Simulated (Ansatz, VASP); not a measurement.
# One calculation of BAs2, two programs

```
CELL_PARAMETERS angstrom
1.61286 0.93119 5.81626
-1.61286 0.93119 5.81626
0.00000 -1.86238 5.81626
ATOMIC_POSITIONS crystal
B 0.99973 0.99973 0.99973
As 0.26070 0.26070 0.26070
As 0.40627 0.40627 0.40627
```

Alike in both runs: functional PBE; k mesh 18 × 18 × 18; occupations gaussian, width 0.1 eV; no spin polarisation.

Ansatz relaxed the structure, and its values are those at the end. VASP's run is a single point on that final structure, the one shown.

|  | VASP | Ansatz |
| --- | --- | --- |
| version | VASP 6.6.1 | Ansatz 0.2.0 |
| potentials or method | VASP PAW PBE potentials, release 64 (B, As), cutoff 520 eV | scalar-relativistic, plane waves, PAW |
| valence electrons in the cell | 13 | 33 |

|  | VASP | Ansatz | Ansatz less VASP |
| --- | --- | --- | --- |
| gap on the k mesh at the Fermi level (eV) | none | none | - |
| pressure (GPa) | 0.3 | 0.0 | -0.35 |
| rms of the force components (eV/Å) | 0.040 | 0.000 | -0.0396 |

A gap of «none» marks a metal or a gap that the smearing closes. VASP's potentials hold 13 valence electrons a cell and Ansatz's 33, so a difference there can come from the potentials and not from the codes.
